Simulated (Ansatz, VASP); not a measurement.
HgH2: VASP beside Ansatz

Contents of INCAR:

```
ALGO     = Normal         # electronic algorithm
EDIFF    = 1E-6           # SCF threshold, eV
ENCUT    = 520            # plane-wave cutoff, eV
GGA      = PE             # functional
GGA_COMPAT= F            
ISIF     = 2              # what is computed and relaxed
ISMEAR   = 0              # smearing method
LASPH    = T              # aspherical terms in the spheres
LCHARG   = F              # write CHGCAR
LORBIT   = 11             # projections on sites
LORBMOM  = T            
LREAL    = F              # projectors in reciprocal space
LSORBIT  = T              # spin-orbit coupling
LWAVE    = F              # write WAVECAR
MAGMOM   = 0 0 0 0 0 0 0 0 0 0 0 0 0 0 0 0 0 0 # initial moments
NBANDS   = 44             # bands
NELM     = 150            # most SCF steps
PREC     = Accurate       # precision mode
SIGMA    = 0.01           # smearing width, eV
```

KPOINTS

```
k-points
0
Gamma
  1 1 1
```

The input POSCAR:

```
HgH2
1.0
   12.2100000000      0.0000000000      0.0000000000
    0.0000000000      9.0000000000      0.0000000000
    0.0000000000      0.0000000000     15.6900000000
Hg H
2 4
Direct
    0.4468738700      0.5000000000      0.6256297000
    0.5530999200      0.5000000000      0.3741064400
    0.6314234200      0.5000000000      0.4612441000
    0.3685503700      0.5000000000      0.5384914000
    0.5239492200      0.5000000000      0.7129286200
    0.4760245700      0.5000000000      0.2868068800
```

Input for Ansatz:

```yaml
crystal:
  lattice:
    - [12.21, 0.0, 0.0]
    - [0.0, 9.0, 0.0]
    - [0.0, 0.0, 15.69]
  atoms:
    - { symbol: Hg, position: [0.44687387, 0.5, 0.6256297] }
    - { symbol: Hg, position: [0.55309992, 0.5, 0.37410644] }
    - { symbol: H, position: [0.63142342, 0.5, 0.4612441] }
    - { symbol: H, position: [0.36855037, 0.5, 0.5384914] }
    - { symbol: H, position: [0.52394922, 0.5, 0.71292862] }
    - { symbol: H, position: [0.47602457, 0.5, 0.28680688] }
basis:
  ecutwfc: 420
  ecutrho_ratio: 4
kpoints:
  mp_grid: { grid: [1, 1, 1] }
hamiltonian:
  xc: pbe
scf:
  occupations: { method: gaussian, width: 0.01 }
output:
  forces: true
  eigenvalues: true
  populations: true
  write_density: true
  write_potential: true
  elf: true
  volumetric_format: npy
magnetization:
  noncollinear: true
  spin_orbit: true
```

Alike in both runs: task single point; functional PBE; k mesh 1 × 1 × 1; occupations gaussian, width 0.01 eV; non-collinear spin, spin-orbit coupling.

|  | VASP | Ansatz |
| --- | --- | --- |
| version | VASP 6.6.1 | Ansatz 0.2.0 |
| potentials or method | VASP PAW PBE potentials, release 64 (Hg, H), cutoff 520 eV | plane waves, PAW |
| valence electrons in the cell | 28 | 44 |

```tsv
	VASP	Ansatz	Ansatz less VASP
rms of the force components (eV/Å)	0.056	0.121	+0.0641
net moment per atom (μB)	0.00	0.00	0.000
```

Atom by atom the forces differ by 0.065 eV/Å (rms over components). VASP's potentials hold 28 valence electrons a cell and Ansatz's 44, so a difference there can come from the potentials and not from the codes. Ansatz's warnings: structure snapped to symmetry, xc potential rough in thin density.
